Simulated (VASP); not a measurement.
# NdBeF2 (P-6m2) in VASP: a series of runs, part 2 of 2

VASP 6.6.1. Earlier steps stand in the parts before.

**4. Single point, PBE**

This run uses another cell than the first one, of 32.14 Å³/atom.

The input, INCAR:

```
SYSTEM = NdBeF2
PREC = Accurate
ENCUT = 600
EDIFF = 1E-6
ISMEAR = 0
SIGMA = 0.1
LREAL = .False.
LASPH = .True.
NELM = 200
ALGO = Normal
ISIF = 2
LWAVE = .False.
LCHARG = .False.
GGA = PE
NBANDS = 23
GGA_COMPAT = .False.
LMAXMIX = 6
```

The input, KPOINTS:

```
Automatic mesh
0
Gamma
  12 12 8
  0 0 0
```

The input, POSCAR:

```
NdBeF2
1.0
    4.5414361454      0.0000000000      0.0000000000
   -2.2707180727      3.9329990715      0.0000000000
    0.0000000000      0.0000000000      7.1969079139
Nd Be F
1 1 2
Direct
    0.3333333333      0.6666666667      0.0000000000
    0.6666666667      0.3333333333      0.0000000000
    0.6666666667      0.3333333333      0.2131511811
    0.6666666667      0.3333333333      0.7868488189
```

Potentials or basis: VASP PAW PBE potentials, release 64 (Nd, Be, F).

Command:

```console
> cat potpaw_PBE.64/Nd/POTCAR potpaw_PBE.64/Be/POTCAR potpaw_PBE.64/F/POTCAR > POTCAR
> mpirun -np 1 vasp_std > vasp.out
```

OUTCAR:

```text
SYSTEM = NdBeF2
   PREC = Accurate
   ENCUT = 600
   EDIFF = 1E-6
   ISMEAR = 0
   LREAL = .False.
   LASPH = .True.
   NELM = 200
   ISIF = 2
   GGA = PE

 ion  position               nearest neighbor table
   1  0.333  0.667  0.000-   2 2.62   2 2.62   2 2.62
   2  0.667  0.333  0.000-   3 1.53   4 1.53   1 2.62   1 2.62   1 2.62
   3  0.667  0.333  0.213-   2 1.53
   4  0.667  0.333  0.787-   2 1.53

  LATTYP: Found a hexagonal cell.
 ALAT       =     4.5414361454
 C/A-ratio  =     1.5847207103

  Lattice vectors:

 A1 = (   4.5414361454,   0.0000000000,   0.0000000000)
 A2 = (  -2.2707180727,   3.9329990715,   0.0000000000)
 A3 = (   0.0000000000,   0.0000000000,   7.1969079139)

Analysis of symmetry for initial positions (statically):
=====================================================================
 Subroutine PRICEL returns:
 Original cell was already a primitive cell.

 Routine SETGRP: Setting up the symmetry group for a
 hexagonal supercell.

 Subroutine GETGRP returns: Found 12 space group operations
 (whereof 12 operations were pure point group operations)
 out of a pool of 24 trial point group operations.

The static configuration has the point symmetry D_3h.

Analysis of symmetry for dynamics (positions and initial velocities):
=====================================================================
 Subroutine PRICEL returns:
 Original cell was already a primitive cell.

 Routine SETGRP: Setting up the symmetry group for a
 hexagonal supercell.

 Subroutine GETGRP returns: Found 12 space group operations
 (whereof 12 operations were pure point group operations)
 out of a pool of 24 trial point group operations.

The dynamic configuration has the point symmetry D_3h.

[... 110 lines left out ...]
   POTIM  = 0.5000    time-step for ionic-motion
   TEBEG  =    0.0;   TEEND  =   0.0 temperature during run
   PSTRESS=    0.0 pullay stress
   NELECT =      30.0000    total number of electrons
   NUPDOWN=      -1.0000    fix difference up-down
   EMIN   =  10.00;   EMAX   =-10.00  energy-range for DOS
   EFERMI =   0.00;   METHOD = LEGACY
   ISMEAR =     0;   SIGMA  =   0.10  broadening in eV -4-tet -1-fermi 0-gaus
   EFERMI_NEDOS =   21; number of points for ismear=-14 and -15
   IALGO  =     38    algorithm
   IMIX   =      4    mixing-type and parameters
     AMIX     =   0.40;   BMIX     =  1.00
     AMIX_MAG =   1.60;   BMIX_MAG =  1.00
  volume/ion in A,a.u.               =      32.14       216.87
  Fermi-wavevector in a.u.,A,eV,Ry     =   1.007924  1.904699 13.822292  1.015910
  Thomas-Fermi vector in A             =   2.140759
   LORBIT       =      0    0 simple, 1 ext, 2 COOP (PROOUT), +10 PAW based schemes
   GGA     = PE    functional components
   LHFCALC =     F    Hartree Fock is set to
   AEXX    =    0.0000 exact exchange contribution
   IVDW    =     0    specifies the selected vdW correction
   LEPSILON=     F    determine dielectric tensor
   LRPA    =     F    only Hartree local field effects (RPA)
 non-spin polarized calculation
 Gauss-broadening in eV      SIGMA  =   0.10
  energy-cutoff  :      600.00
  volume of cell :      128.55
 maximum number of plane-waves:      4341
   NGX = 19   NGY = 19   NGZ = 29

 number of electron      30.0000019 magnetization

 Free energy of the ion-electron system (eV)
  ---------------------------------------------------
  ext. energy  EPLUGINS =         0.00000000
  ---------------------------------------------------
  free energy    TOTEN  =       -17.19660104 eV

  energy without entropy =      -17.09627026  energy(sigma->0) =      -17.14643565

 E-fermi :   0.7306     XC(G=0):  -6.1128

 val. band max:        0.6997848705   @ k =   0.3333   0.3333   0.5000
 cond. band min:       0.7968671395   @ k =   0.5000  -0.0000   0.0000
 fundamental gap:      0.0970822690
 Fermi energy:         0.7305566306

 k-point     1 :       0.0000    0.0000    0.0000
  band No.  band energies     occupation
      1     -36.9350      2.00000
      2     -24.5946      2.00000
      3     -24.5087      2.00000
      4     -18.3542      2.00000
      5     -18.3523      2.00000
      6     -18.3523      2.00000
[... 613 lines left out ...]
     22       2.1147      0.00000
     23       2.2351      0.00000

 [... further k-points ...]
[... 5 lines left out ...]
  --------------------------------------------------------------------------------------
  -------------------------------------------------------------------------------------
  Total       -0.3656109     -0.3656109     -0.1048190      0.0000000      0.0000000      0.0000000
  in kB       -4.5568707     -4.5568707     -1.3064345      0.0000000      0.0000000      0.0000000
  external PRESSURE =      -3.4733920 kB  Pullay stress =       0.0000000 kB

 VOLUME and BASIS-vectors are now :
 -----------------------------------------------------------------------------
  energy-cutoff  :      600.00
  volume of cell :      128.55
      direct lattice vectors                 reciprocal lattice vectors
     4.541436145  0.000000000  0.000000000     0.220194663  0.127129448  0.000000000
    -2.270718073  3.932999071  0.000000000     0.000000000  0.254258896  0.000000000
     0.000000000  0.000000000  7.196907914     0.000000000  0.000000000  0.138948561

 POSITION                                       TOTAL-FORCE (eV/Angst)
 -----------------------------------------------------------------------------------
     -0.00000      2.62200      0.00000         0.000000     -0.000000      0.000000
      2.27072      1.31100      0.00000        -0.000000     -0.000000      0.000000
      2.27072      1.31100      1.53403        -0.000000      0.000000     -0.006848
      2.27072      1.31100      5.66288         0.000000      0.000000      0.006848
 -----------------------------------------------------------------------------------
    total drift:                               -0.000001      0.000000      0.000000

  FREE ENERGIE OF THE ION-ELECTRON SYSTEM (eV)
  ---------------------------------------------------
  free  energy   TOTEN  =       -17.1966010368 eV

  energy  without entropy=      -17.0962702563  energy(sigma->0) =      -17.14643565
```

stdout:

```text
POSCAR found type information on POSCAR NdBeF
 POSCAR found :  3 types and       4 ions
 scaLAPACK will be used
 LDA part: xc-table for (Slater+PW92), standard interpolation
 POSCAR, INCAR and KPOINTS ok, starting setup
 FFT: planning ... GRIDC
 FFT: planning ... GRID_SOFT
 FFT: planning ... GRID
 WAVECAR not read
 entering main loop
```

Wall time 7 min (1 thread of Intel Xeon 6975P-C (Granite Rapids), shared host); peak memory 0.53 GiB.

Results:

| Property | Result |
| --- | --- |
| Free energy | -17.1966 eV |
| Pressure | -0.3 GPa |
| Largest force | 0.007 eV/Å |
| Band gap on the k mesh | 0.10 eV |

Forces on the atoms (eV/Å):
```
Nd   0.000  0.000  0.000
Be   0.000  0.000  0.000
F    0.000  0.000 -0.007
F    0.000  0.000  0.007
```

Caveat: spin-orbit coupling is left out, which moves the levels of the heavy elements; semilocal functionals describe open f shells poorly, which spoils levels, moments and volumes.

**5. Single point, PBE**

This run uses another cell than the first one, of 32.14 Å³/atom.

The input, INCAR:

```
  PREC = Accurate
  ENCUT = 600
  EDIFF = 1E-6
  ISMEAR = 0
  SIGMA = 0.1
  LREAL = False
  LASPH = True
  NELM = 200
  ALGO = Normal
  ISIF = 2
  LWAVE = False
  LCHARG = False
  GGA = PE
  NBANDS = 23
  GGA_COMPAT = False
  LMAXMIX = 6
```

The input, KPOINTS:

```
regular mesh
0
Gamma
  12 12 8
```

POSCAR is that of step 4.

Potentials or basis: VASP PAW PBE potentials, release 64 (Nd, Be, F).

Command:

```console
> cat potpaw_PBE.64/Nd/POTCAR potpaw_PBE.64/Be/POTCAR potpaw_PBE.64/F/POTCAR > POTCAR
> mpirun -np 1 vasp_std > vasp.out
```

OUTCAR:

```text
PREC = Accurate
   ENCUT = 600
   EDIFF = 1E-6
   ISMEAR = 0
   LREAL = False
   LASPH = True
   NELM = 200
   ISIF = 2
   GGA = PE

 ion  position               nearest neighbor table
   1  0.333  0.667  0.000-   2 2.62   2 2.62   2 2.62
   2  0.667  0.333  0.000-   3 1.53   4 1.53   1 2.62   1 2.62   1 2.62
   3  0.667  0.333  0.213-   2 1.53
   4  0.667  0.333  0.787-   2 1.53

  LATTYP: Found a hexagonal cell.
 ALAT       =     4.5414361454
 C/A-ratio  =     1.5847207103

  Lattice vectors:

[... 196 lines left out ...]
      6     -18.3523      2.00000
[... 613 lines left out ...]
     22       2.1147      0.00000
     23       2.2351      0.00000

 [... further k-points ...]
[... 5 lines left out ...]
  --------------------------------------------------------------------------------------
  -------------------------------------------------------------------------------------
  Total       -0.3656109     -0.3656109     -0.1048190      0.0000000      0.0000000      0.0000000
  in kB       -4.5568707     -4.5568707     -1.3064345      0.0000000      0.0000000      0.0000000
  external PRESSURE =      -3.4733920 kB  Pullay stress =       0.0000000 kB

 VOLUME and BASIS-vectors are now :
 -----------------------------------------------------------------------------
  energy-cutoff  :      600.00
  volume of cell :      128.55
      direct lattice vectors                 reciprocal lattice vectors
     4.541436145  0.000000000  0.000000000     0.220194663  0.127129448  0.000000000
    -2.270718073  3.932999071  0.000000000     0.000000000  0.254258896  0.000000000
     0.000000000  0.000000000  7.196907914     0.000000000  0.000000000  0.138948561

 POSITION                                       TOTAL-FORCE (eV/Angst)
 -----------------------------------------------------------------------------------
     -0.00000      2.62200      0.00000         0.000000     -0.000000      0.000000
      2.27072      1.31100      0.00000        -0.000000     -0.000000      0.000000
      2.27072      1.31100      1.53403        -0.000000      0.000000     -0.006848
      2.27072      1.31100      5.66288         0.000000      0.000000      0.006848
 -----------------------------------------------------------------------------------
    total drift:                               -0.000001      0.000000      0.000000

  FREE ENERGIE OF THE ION-ELECTRON SYSTEM (eV)
  ---------------------------------------------------
  free  energy   TOTEN  =       -17.1966010368 eV

  energy  without entropy=      -17.0962702563  energy(sigma->0) =      -17.14643565
```

stdout:

```text
POSCAR found type information on POSCAR NdBeF
 POSCAR found :  3 types and       4 ions
 scaLAPACK will be used
 LDA part: xc-table for (Slater+PW92), standard interpolation
 POSCAR, INCAR and KPOINTS ok, starting setup
 FFT: planning ... GRIDC
 FFT: planning ... GRID_SOFT
 FFT: planning ... GRID
 WAVECAR not read
 entering main loop
```

Run time: 6.4 min. Hardware: 1 thread of Intel Xeon 6975P-C (Granite Rapids), shared host; peak memory 0.54 GiB.

What came out:

```yaml
Free_energy: -17.1966 eV
Pressure: -0.3 GPa
Largest_force: 0.007 eV/Å
Band_gap_on_the_k_mesh: 0.10 eV
```

Forces in eV/Å, atoms in the order of the input:
```
Nd   0.000  0.000  0.000
Be   0.000  0.000  0.000
F    0.000  0.000 -0.007
F    0.000  0.000  0.007
```

Caveat: spin-orbit coupling is left out, which moves the levels of the heavy elements; semilocal functionals describe open f shells poorly, which spoils levels, moments and volumes.

**6. Relaxation of cell and atoms, PBE**

This run uses another cell than the first one, of 29.05 Å³/atom.

The input, INCAR:

```
SYSTEM = NdBeF2
PREC = Accurate
ENCUT = 600
EDIFF = 1E-7
ISMEAR = 0
SIGMA = 0.1
LREAL = .False.
LASPH = .True.
NELM = 200
ALGO = Normal
ISIF = 3
LWAVE = .False.
LCHARG = .False.
GGA = PE
IBRION = 2
NSW = 100
EDIFFG = -0.01
GGA_COMPAT = .False.
NELMIN = 4
LMAXMIX = 6
```

The input, KPOINTS:

```
Automatic mesh
0
Gamma
  12 12 8
  0 0 0
```

The input, POSCAR:

```
NdBeF2
1.0
    4.5110231463      0.0000000000      0.0000000000
   -2.2555115732      3.9066606418      0.0000000000
    0.0000000000      0.0000000000      6.5947224296
Nd Be F
1 1 2
Direct
    0.3333333333      0.6666666667      0.0000000000
    0.6666666667      0.3333333333      0.0000000000
    0.6666666667      0.3333333333      0.2327594857
    0.6666666667      0.3333333333      0.7672405143
```

Potentials or basis: VASP PAW PBE potentials, release 64 (Nd, Be, F).

Command:

```console
> cat potpaw_PBE.64/Nd/POTCAR potpaw_PBE.64/Be/POTCAR potpaw_PBE.64/F/POTCAR > POTCAR
> mpirun -np 1 vasp_std > vasp.out
```

It took 59 min on 1 thread of Intel Xeon 6975P-C (Granite Rapids), shared host; peak memory 0.53 GiB.

The run converged. Its results:

* Free energy: -17.1988 eV
* Relaxed volume: 28.06 Å³/atom
* Relaxed cell: a = 4.429 Å, b = 4.429 Å, c = 6.607 Å, α = 90.00°, β = 90.00°, γ = 120.00°
* Space group after relaxing (to 0.1 Å): P-6m2 (No. 187)
* Energy gained by relaxing: 1.3 meV/atom
* Ionic steps: 9
* Pressure after relaxing: 0.0 GPa
* Band gap on the k mesh: 0.10 eV

The path:
| step | energy change (eV) | largest force (eV/Å) | pressure (GPa) | volume (Å³) |
| --- | --- | --- | --- | --- |
| 1 | 0.0000 | 0.0002 | -0.27 | 116.22 |
| 2 | -0.0018 | 0.0191 | -0.19 | 115.39 |
| 3 | -0.0047 | 0.0761 | -0.08 | 112.91 |
| 4 | 0.0039 | 0.1837 | 0.69 | 108.05 |
| 5 | -0.0044 | 0.1031 | 0.22 | 111.67 |
| 6 | -0.0046 | 0.0941 | 0.12 | 112.12 |
| 7 | -0.0044 | 0.0752 | -0.07 | 111.74 |
| 8 | -0.0051 | 0.0168 | 0.07 | 111.95 |
| 9 | -0.0052 | 0.0014 | 0.04 | 112.22 |

Final structure:
```yaml
crystal:
  lattice:
    - [4.42856, 0.00000, 0.00000]
    - [-2.21428, 3.83525, 0.00000]
    - [0.00000, 0.00000, 6.60719]
  atoms:
    - { symbol: Nd, position: [0.33333, 0.66667, 0.00000] }
    - { symbol: Be, position: [0.66667, 0.33333, 0.00000] }
    - { symbol: F, position: [0.66667, 0.33333, 0.23326] }
    - { symbol: F, position: [0.66667, 0.33333, 0.76674] }
```

Levels at points of the mesh, in eV from the valence-band top:
```csv
k point,band 13,band 14,band 15,band 16,band 17,band 18
"(0.00, 0.00, 0.00)",-1.66,-0.15,-0.15,0.11,0.17,0.17
"(0.50, 0.00, 0.00)",-0.62,-0.13,-0.01,0.10,0.13,0.18
"(0.00, 0.00, 0.50)",-1.47,-0.14,-0.14,0.11,0.17,0.17
"(0.50, 0.00, 0.50)",-0.60,-0.13,0.00,0.10,0.13,0.18
```

Caveat: the highest band is partly filled, so the run has too few bands; spin-orbit coupling is left out, which moves the levels of the heavy elements; semilocal functionals describe open f shells poorly, which spoils levels, moments and volumes. Spin polarisation is off, so any magnetic state and its effect on volume and gap are missing.

**7. Summary**

| task | cell | k mesh | gap on the mesh (eV) | pressure (GPa) | largest force (eV/Å) |
| --- | --- | --- | --- | --- | --- |
| single point | a = 4.325, b = 4.325, c = 4.124 Å, angles 90.0, 90.0, 120.0°, 4 atoms, atomic positions A | 6 × 6 × 4 | none | 40.5 | 10.82 |
| single point | a = 4.511, b = 4.511, c = 6.595 Å, angles 90.0, 90.0, 120.0°, 4 atoms, atomic positions B | 6 × 6 × 4 | 0.10 | -0.3 | - |
| single point | a = 4.541, b = 4.541, c = 7.197 Å, angles 90.0, 90.0, 120.0°, 4 atoms, atomic positions C | 12 × 12 × 8 | 0.10 | -0.3 | 0.01 |
| relaxation of cell and atoms | relaxed from a = 4.511, b = 4.511, c = 6.595 Å, angles 90.0, 90.0, 120.0°, 4 atoms, atomic positions B | 12 × 12 × 8 | 0.10 | 0.0 | - |

Alike in all rows: level PBE; potentials or basis VASP PAW PBE potentials, release 64 (Nd, Be, F); no spin polarisation; cutoff (eV) 600; smearing gaussian 0.1 eV.

Caveats: some runs use coarse meshes; spin-orbit coupling is left out, which moves the levels of the heavy elements; semilocal functionals describe open f shells poorly, which spoils levels, moments and volumes; the run has no spin polarisation, though such a crystal can be magnetic (at least some runs); forces of over 1 eV/Å act on the atoms, so gaps and moduli don't describe the material at rest (at least some runs); the highest band is partly filled, so the run has too few bands (at least some runs).

Absolute energies hang on the potentials; compare differences alone.
